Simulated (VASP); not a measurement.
Input of a VASP 6.6.1 run:

File INCAR:

```
SYSTEM = HfN
ALGO = Normal
EDIFF = 1E-6
ENCUT = 520
GGA = PE
ISIF = 2
ISMEAR = 0
LASPH = .TRUE.
LCHARG = .TRUE.
LELF = .TRUE.
LREAL = .FALSE.
LVHAR = .TRUE.
LWAVE = .FALSE.
NBANDS = 14
NELM = 60
PREC = Accurate
SIGMA = 0.15
```

Contents of KPOINTS:

```
k-points
0
G
  22 22 22
  0 0 0
```

The input POSCAR:

```
HfN
1.0
    0.0000000000      2.2738965586      2.2738965586
    2.2738965586      0.0000000000      2.2738965586
    2.2738965586      2.2738965586      0.0000000000
Hf N
1 1
Direct
    0.0000000000      0.0000000000      0.0000000000
    0.5000000000      0.5000000000      0.5000000000
```

Potentials or basis: VASP PAW PBE potentials, release 64 (Hf_pv, N).

The run is started by

```sh
$ cat potpaw_PBE.64/Hf_pv/POTCAR potpaw_PBE.64/N/POTCAR > POTCAR
$ mpirun -np 1 vasp_std > vasp.out
```

Q: Estimate the pressure.

A: -2.3 GPa.
